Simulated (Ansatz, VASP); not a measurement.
**Si3C2: VASP beside Ansatz**

```xyz
5
Lattice="2.7579 0.0000 0.0000 -1.3790 2.3885 0.0000 0.0000 0.0000 10.2267" Properties=species:S:1:pos:R:3 pbc="T T T"
Si    0.0000    0.0000    7.7937
Si    0.0000    0.0000    2.4330
Si    0.0000    0.0000    5.1133
C     0.0000    0.0000    9.6087
C     0.0000    0.0000    0.6180
```

Alike in both runs: functional PBE; k mesh 6 × 6 × 2; occupations gaussian, width 0.1 eV; no spin polarisation.

Ansatz relaxed the structure, and its values are those at the end. VASP's run is a single point on that final structure, the one shown.

```csv
,VASP,Ansatz
version,VASP 6.6.1,Ansatz 0.2.0
potentials or method,"VASP PAW PBE potentials, release 64 (Si, C_h), cutoff 1300 eV","scalar-relativistic, plane waves, PAW"
valence electrons in the cell,20,20
```

|  | VASP | Ansatz | Ansatz less VASP |
| --- | --- | --- | --- |
| gap on the k mesh at the Fermi level (eV) | none | none | - |
| pressure (GPa) | 0.1 | 0.1 | +0.08 |
| rms of the force components (eV/Å) | 0.004 | 0.003 | -0.0012 |

A gap of «none» marks a metal or a gap that the smearing closes.

The k mesh is coarse, so the values compare programs but aren't converged.
